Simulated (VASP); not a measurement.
Wanted: the native input for a VASP 6.6.1 run.

* Task: single point
* Functional: PBEsol
* Potentials or basis: VASP PAW PBE potentials, release 64 (Fe, O)
* Cutoff: 520 eV
* k mesh: 12 × 12 × 12
* Occupations: fermi-dirac, width 0.05 eV
* Spin: collinear spin, ferromagnetic start
* Starting moments: [3.0, 0.0] μB
* Dipole correction: no
* Further INCAR settings: ALGO = Normal; EDIFF = 1e-07; NBANDS = 18

The structure of FeO lies in POSCAR:

```
FeO
1.0
   -1.5913507171      1.5913507171      2.0694093304
    1.5913507171     -1.5913507171      2.0694093304
    1.5913507171      1.5913507171     -2.0694093304
Fe O
1 1
Direct
    0.0000000000      0.0000000000      0.0000000000
    0.5000000000      0.5000000000      0.0000000000
```

The input as run:

INCAR

```
SYSTEM = FeO
PREC = Accurate
ENCUT = 520
EDIFF = 1E-7
ISMEAR = -1
SIGMA = 0.05
LREAL = .FALSE.
LASPH = .TRUE.
NELM = 150
ALGO = Normal
ISIF = 2
LWAVE = .FALSE.
LCHARG = .FALSE.
ISPIN = 2
MAGMOM = 3 0
LORBIT = 11
LMAXMIX = 4
GGA = PS
NBANDS = 18
```

KPOINTS

```
regular mesh
0
G
  12 12 12
  0 0 0
```

Potentials or basis: VASP PAW PBE potentials, release 64 (Fe, O).

Launch:

```bash
$ cat potpaw_PBE.64/Fe/POTCAR potpaw_PBE.64/O/POTCAR > POTCAR
$ mpirun -np 1 vasp_std > vasp.out
```

It gave:

- Pressure: -13.2 GPa
- Band gap on the k mesh: zero (filled and empty bands overlap)
- Net moment: 4.00 μB per cell
- Site moments: Fe +3.61; O +0.30 μB
- Valence electrons inside the program's atomic spheres: Fe 6.70; O 4.95

Caveat: the PAW data sets were made with another functional, which shifts forces and pressure a little; a cell with one magnetic atom can't hold antiferromagnetic order, which such compounds often take; semilocal functionals often make such compounds metallic where correlation or magnetic order opens a gap, which also shifts bond lengths.

It took 66 s on 1 thread of Intel(R) Xeon(R) 6975P-C (Granite Rapids), with other jobs on the host, peak memory 0.22 GiB.
